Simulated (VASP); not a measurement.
Here is a VASP 6.6.1 calculation.

File INCAR:

```
SYSTEM = BAs
ALGO = Normal ; EDIFF = 1E-7
EDIFFG = -0.001 ; ENCUT = 600
GGA = PE ; IBRION = 2
ISIF = 3 ; ISMEAR = 0
LASPH = .True. ; LCHARG = .False.
LREAL = .False. ; LWAVE = .False.
NELM = 80 ; NSW = 80
PREC = Accurate ; SIGMA = 0.01
```

Contents of KPOINTS:

```
k-points
0
Gamma
  10 10 10
  0 0 0
```

Contents of POSCAR:

```
BAs
1.0
    0.0000000000      2.4044111608      2.4044111608
    2.4044111608      0.0000000000      2.4044111608
    2.4044111608      2.4044111608      0.0000000000
B As
1 1
Direct
    0.0000000000      0.0000000000      0.0000000000
    0.7500000000      0.7500000000      0.7500000000
```

Potentials or basis: VASP PAW PBE potentials, release 64 (B, As).

Command:

```console
$ cat potpaw_PBE.64/B/POTCAR potpaw_PBE.64/As/POTCAR > POTCAR
$ mpirun -np 1 vasp_std > vasp.out
```

Question: Predict the relaxed volume.

Answer: 13.97 Å³/atom.

Question: Estimate the space group after relaxing (to 0.05 Å).

Answer: F-43m (No. 216).

Final structure:
```
CELL_PARAMETERS angstrom
0.00000 2.40821 2.40821
2.40821 0.00000 2.40821
2.40821 2.40821 0.00000
ATOMIC_POSITIONS crystal
B 0.00000 0.00000 0.00000
As 0.75000 0.75000 0.75000
```

PBE usually gives volumes a little too large and moduli too small. Zero-point motion and thermal expansion aren't in these numbers.
